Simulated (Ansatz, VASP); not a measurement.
## Two plane-wave programs on WSe2

```xyz
6
Lattice="4.4357 0.0000 0.0000 -2.2179 3.8415 0.0000 0.0000 0.0000 9.0034" Properties=species:S:1:pos:R:3 pbc="T T T"
W     0.0000    2.5610    8.1670
W     2.2179    1.2805    8.1670
Se    0.0000    0.0000    7.9925
Se    2.2179    0.0000    2.1866
Se   -1.1089    1.9207    2.1866
Se    1.1089    1.9207    2.1866
```

Alike in both runs: task single point; functional PBE; k mesh 6 × 6 × 2; occupations gaussian, width 0.1 eV; collinear spin.

|  | VASP | Ansatz |
| --- | --- | --- |
| version | VASP 6.6.1 | Ansatz 0.2.0 |
| potentials or method | VASP PAW PBE potentials, release 64 (W_sv, Se), cutoff 520 eV | scalar-relativistic, plane waves, PAW |
| valence electrons in the cell | 52 | 92 |

Ansatz gave:

* gap on the k mesh at the Fermi level (eV): none
* rms of the force components (eV/Å): 0.263
* net moment per atom (μB): 0.00

Problem. Estimate VASP's values.

Solution. gap on the k mesh at the Fermi level (eV): none; rms of the force components (eV/Å): 0.268; net moment per atom (μB): 0.00.

Atom by atom the forces differ by 0.006 eV/Å (rms over components). A gap of «none» marks a metal or a gap that the smearing closes. VASP's potentials hold 52 valence electrons a cell and Ansatz's 92, so a difference there can come from the potentials and not from the codes. Ansatz's warnings: no starting moments, stability check not made.

Neither program's run includes spin-orbit coupling.
